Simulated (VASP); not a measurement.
# Na2AlHgCl6 (Fm-3m) in VASP: settings compared, part 2 of 2

VASP 6.6.1.

### 4 Single point, r2SCAN (strained)

Input file POSCAR:

```
Na2AlHgCl6
1.0
    0.0000000000      5.0512404254      5.0512404254
    5.0512404254      0.0000000000      5.0512404254
    5.0512404254      5.0512404254      0.0000000000
Na Al Hg Cl
2 1 1 6
Direct
    0.7500000000      0.7500000000      0.7500000000
    0.2500000000      0.2500000000      0.2500000000
    0.0000000000      0.0000000000      0.0000000000
    0.5000000000      0.5000000000      0.5000000000
    0.7663287218      0.2336712782      0.2336712782
    0.2336712782      0.2336712782      0.7663287218
    0.2336712782      0.7663287218      0.7663287218
    0.2336712782      0.7663287218      0.2336712782
    0.7663287218      0.2336712782      0.7663287218
    0.7663287218      0.7663287218      0.2336712782
```

Input file INCAR.step1:

```
SYSTEM = Na2AlHgCl6
PREC = Accurate
ENCUT = 520
ISMEAR = 0
SIGMA = 0.1
LREAL = .False.
LASPH = .True.
NELM = 80
NBANDS = 46
GGA = PE
ALGO = Normal
EDIFF = 1E-4
LWAVE = .True.
LCHARG = .False.
```

Input file INCAR.step2:

```
SYSTEM = Na2AlHgCl6
PREC = Accurate
ENCUT = 520
EDIFF = 1E-6
ISMEAR = 0
SIGMA = 0.1
LREAL = .False.
LASPH = .True.
NELM = 80
ALGO = Normal
ISIF = 2
LWAVE = .False.
LCHARG = .False.
METAGGA = R2SCAN
LMIXTAU = .True.
NBANDS = 46
ISTART = 1
```

Input file KPOINTS:

```
regular mesh
0
Gamma
  6 6 6
  0 0 0
```

Potentials or basis: VASP PAW PBE potentials, release 64 (Na_pv, Al, Hg, Cl).

On the command line:

```console
$ cat potpaw_PBE.64/Na_pv/POTCAR potpaw_PBE.64/Al/POTCAR potpaw_PBE.64/Hg/POTCAR potpaw_PBE.64/Cl/POTCAR > POTCAR
$ cp INCAR.step1 INCAR
$ mpirun -np 1 vasp_std > vasp.out
$ cp INCAR.step2 INCAR
$ mpirun -np 1 vasp_std > vasp.out
```

OUTCAR:

```text
SYSTEM = Na2AlHgCl6
   PREC = Accurate
   ENCUT = 520
   EDIFF = 1E-6
   ISMEAR = 0
   LREAL = .False.
   LASPH = .True.
   NELM = 80
   ISIF = 2
   METAGGA = R2SCAN
   ISTART = 1

 ion  position               nearest neighbor table
   1  0.750  0.750  0.750-
   2  0.250  0.250  0.250-
   3  0.000  0.000  0.000-   5 2.36   6 2.36   7 2.36   8 2.36   9 2.36  10 2.36
   4  0.500  0.500  0.500-   5 2.69   6 2.69   7 2.69   8 2.69   9 2.69  10 2.69
   5  0.766  0.234  0.234-   3 2.36   4 2.69
   6  0.234  0.234  0.766-   3 2.36   4 2.69
   7  0.234  0.766  0.766-   3 2.36   4 2.69
   8  0.234  0.766  0.234-   3 2.36   4 2.69
   9  0.766  0.234  0.766-   3 2.36   4 2.69
  10  0.766  0.766  0.234-   3 2.36   4 2.69

  LATTYP: Found a face centered cubic cell.
 ALAT       =    10.1024808508

  Lattice vectors:

 A1 = (   0.0000000000,   5.0512404254,   5.0512404254)
 A2 = (   5.0512404254,   0.0000000000,   5.0512404254)
 A3 = (   5.0512404254,   5.0512404254,   0.0000000000)

Analysis of symmetry for initial positions (statically):
=====================================================================
 Subroutine PRICEL returns:
 Original cell was already a primitive cell.

 Routine SETGRP: Setting up the symmetry group for a
 face centered cubic supercell.

 Subroutine GETGRP returns: Found 48 space group operations
 (whereof 48 operations were pure point group operations)
 out of a pool of 48 trial point group operations.

The static configuration has the point symmetry O_h .

Analysis of symmetry for dynamics (positions and initial velocities):
=====================================================================
 Subroutine PRICEL returns:
 Original cell was already a primitive cell.

 Routine SETGRP: Setting up the symmetry group for a
 face centered cubic supercell.

[... 136 lines left out ...]
   METAGGA = R2SCAN    functional components
   LHFCALC =     F    Hartree Fock is set to
   AEXX    =    0.0000 exact exchange contribution
   IVDW    =     0    specifies the selected vdW correction
   LEPSILON=     F    determine dielectric tensor
   LRPA    =     F    only Hartree local field effects (RPA)
 non-spin polarized calculation
 Gauss-broadening in eV      SIGMA  =   0.10
  energy-cutoff  :      520.00
  volume of cell :      257.77
 maximum number of plane-waves:      6967
 NGX is ok and might be reduce to    54
   NGX = 27   NGY = 27   NGZ = 27

 number of electron      71.0000005 magnetization

 Free energy of the ion-electron system (eV)
  ---------------------------------------------------
  ext. energy  EPLUGINS =         0.00000000
  ---------------------------------------------------
  free energy    TOTEN  =      -113.41626760 eV

  energy without entropy =     -113.40299061  energy(sigma->0) =     -113.40962911

 E-fermi :   2.6917     XC(G=0):  -8.4541

 val. band max:        2.5943614524   @ k =   0.5000   0.0000   0.0000
 cond. band min:       2.7095304165   @ k =   0.5000   0.3333   0.1667
 fundamental gap:      0.1151689640
 Fermi energy:         2.6917468823

 k-point     1 :       0.0000    0.0000    0.0000
  band No.  band energies     occupation
      1     -23.9394      2.00000
      2     -23.9392      2.00000
      3     -23.9392      2.00000
      4     -23.9391      2.00000
      5     -23.9389      2.00000
      6     -23.9389      2.00000
[... 773 lines left out ...]
     45       8.5180      0.00000
     46       8.9043      0.00000

------------------------ aborting loop because EDIFF is reached ----------------------------------------

  FORCE on cell =-STRESS in cart. coord.  units (eV):
  Direction    XX          YY          ZZ          XY          YZ          ZX
  --------------------------------------------------------------------------------------
  -------------------------------------------------------------------------------------
  Total        1.3395832      1.3395832      1.3395832     -0.0000000     -0.0000000     -0.0000000
  in kB        8.3263785      8.3263785      8.3263785     -0.0000000     -0.0000000     -0.0000000
  external PRESSURE =       8.3263785 kB  Pullay stress =       0.0000000 kB

 VOLUME and BASIS-vectors are now :
 -----------------------------------------------------------------------------
  energy-cutoff  :      520.00
  volume of cell :      257.77
      direct lattice vectors                 reciprocal lattice vectors
     0.000000000  5.051240425  5.051240425    -0.098985587  0.098985587  0.098985587
     5.051240425  0.000000000  5.051240425     0.098985587 -0.098985587  0.098985587
     5.051240425  5.051240425  0.000000000     0.098985587  0.098985587 -0.098985587

 POSITION                                       TOTAL-FORCE (eV/Angst)
 -----------------------------------------------------------------------------------
      7.57686      7.57686      7.57686         0.000000      0.000000     -0.000000
      2.52562      2.52562      2.52562         0.000000      0.000000      0.000000
      0.00000      0.00000      0.00000        -0.000000      0.000000      0.000000
      5.05124      5.05124      5.05124        -0.000000      0.000000     -0.000000
      2.36066      5.05124      5.05124        -0.707035      0.000000      0.000000
      5.05124      5.05124      2.36066        -0.000000      0.000000     -0.707035
      7.74182      5.05124      5.05124         0.707035      0.000000      0.000000
      5.05124      2.36066      5.05124        -0.000000     -0.707035      0.000000
      5.05124      7.74182      5.05124        -0.000000      0.707035      0.000000
      5.05124      5.05124      7.74182        -0.000000      0.000000      0.707035
 -----------------------------------------------------------------------------------
    total drift:                                0.000000      0.000000     -0.000000

  FREE ENERGIE OF THE ION-ELECTRON SYSTEM (eV)
  ---------------------------------------------------
  free  energy   TOTEN  =      -113.4162675994 eV

  energy  without entropy=     -113.4029906124  energy(sigma->0) =     -113.40962911
```

OSZICAR.step1:

```text
N       E                     dE             d eps       ncg     rms          rms(c)
DAV:   1     0.642593027682E+03    0.64259E+03   -0.31600E+04  1488   0.142E+03
DAV:   2     0.474578282832E+02   -0.59514E+03   -0.56816E+03  1724   0.343E+02
DAV:   3    -0.280163605022E+02   -0.75474E+02   -0.74469E+02  1712   0.128E+02
DAV:   4    -0.309583108029E+02   -0.29420E+01   -0.29262E+01  1808   0.287E+01
DAV:   5    -0.310571431855E+02   -0.98832E-01   -0.98720E-01  1984   0.520E+00    0.134E+01
DAV:   6    -0.295508446475E+02    0.15063E+01   -0.25865E+00  1988   0.137E+01    0.868E+00
DAV:   7    -0.294185517135E+02    0.13229E+00   -0.17622E+00  1802   0.560E+00    0.426E+00
DAV:   8    -0.294040904672E+02    0.14461E-01   -0.22738E-01  1652   0.356E+00    0.113E+00
DAV:   9    -0.294022127304E+02    0.18777E-02   -0.19339E-02  1752   0.133E+00    0.454E-01
DAV:  10    -0.294022825705E+02   -0.69840E-04   -0.50821E-03  1652   0.371E-01    0.138E-01
DAV:  11    -0.294023935580E+02   -0.11099E-03   -0.18063E-03  1792   0.385E-01    0.101E-01
DAV:  12    -0.294023265017E+02    0.67056E-04   -0.57161E-04  1570   0.172E-01
   1 F= -.29402327E+02 E0= -.29395848E+02  d E =-.129561E-01
```

It took 7.8 min on 1 thread of Intel Xeon 6975P-C (Granite Rapids), shared host; peak memory 0.52 GiB.

Results:

```yaml
Free_energy: -113.4163 eV
Pressure: 0.8 GPa
Largest_force: 0.707 eV/Å
Band_gap_on_the_k_mesh: zero (an odd number of electrons rules out a gap without spin polarisation)
```

Forces in eV/Å, atoms in the order of the input:
```
Na   0.000  0.000  0.000
Na   0.000  0.000  0.000
Al   0.000  0.000  0.000
Hg   0.000  0.000  0.000
Cl  -0.707  0.000  0.000
Cl   0.000  0.000 -0.707
Cl   0.707  0.000  0.000
Cl   0.000 -0.707  0.000
Cl   0.000  0.707  0.000
Cl   0.000  0.000  0.707
```

Caveat: the cell differs from its parent crystal (strained); the PAW data sets were made with another functional, which shifts forces and pressure a little; spin-orbit coupling is left out, which moves the levels of the heavy elements; an odd number of electrons without spin polarisation forces a metal; a magnetic or distorted state may lie lower.

### 5 Summary

| level | cell | gap on the mesh (eV) | pressure (GPa) | largest force (eV/Å) |
| --- | --- | --- | --- | --- |
| PBEsol | a = 7.270 Å, angles 60.0°, 10 atoms, atomic positions A | none | -0.6 | 0.11 |
| PBE | a = 7.376 Å, angles 60.0°, 10 atoms, atomic positions B | none | -1.3 | 1.34 |
| r2SCAN | a = 7.144 Å, angles 60.0°, 10 atoms, atomic positions C | none | 0.8 | 0.71 |

Alike in all rows: task single point; potentials or basis VASP PAW PBE potentials, release 64 (Na_pv, Al, Hg, Cl); no spin polarisation; k mesh 6 × 6 × 6; cutoff (eV) 520; smearing gaussian 0.1 eV.

Caveats: spin-orbit coupling is left out, which moves the levels of the heavy elements; an odd number of electrons without spin polarisation forces a metal; a magnetic or distorted state may lie lower; the PAW data sets were made with another functional, which shifts forces and pressure a little (at least some runs).

Absolute energies hang on the potentials; compare differences alone.

The gap in the log of VASP goes by the Fermi energy; the results here count the filled bands.